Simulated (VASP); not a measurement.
Runs of VASP 6.6.1 on C. The structure is that of space group Fmmm (No. 69), or close to it. The cells are those of the table. 

| cell | pressure (GPa) |
| --- | --- |
| a = 4.227, b = 3.830, c = 2.529 Å, angles 80.5, 63.3, 36.2°, 2 atoms | (a) |
| a = 4.211, b = 3.824, c = 2.493 Å, angles 80.6, 63.6, 35.7°, 2 atoms | -10.6 |
| a = 4.181, b = 3.780, c = 2.529 Å, angles 80.4, 63.0, 36.6°, 2 atoms | -20.4 |
| a = 4.257, b = 3.875, c = 2.493 Å, angles 80.7, 63.9, 35.3°, 2 atoms | (b) |
| a = 4.273, b = 3.881, c = 2.529 Å, angles 80.6, 63.6, 35.7°, 2 atoms | -19.9 |

Alike in all rows: task single point; level r2SCAN; potentials or basis VASP PAW PBE potentials, release 64 (C); no spin polarisation; k mesh 14 × 14 × 14; cutoff (eV) 520; smearing gaussian 0.05 eV.

Task: Fill in the values left out.

Result: (a) -20.2; (b) -10.5.

Caveats: the PAW data sets were made with another functional, which shifts forces and pressure a little; the stress differs along the axes, from -30 to -0 GPa (at least some runs); the stress differs along the axes, from -16 to -0 GPa (at least some runs); the stress differs along the axes, from -31 to 0 GPa (at least some runs); the stress differs along the axes, from -15 to -0 GPa (at least some runs).
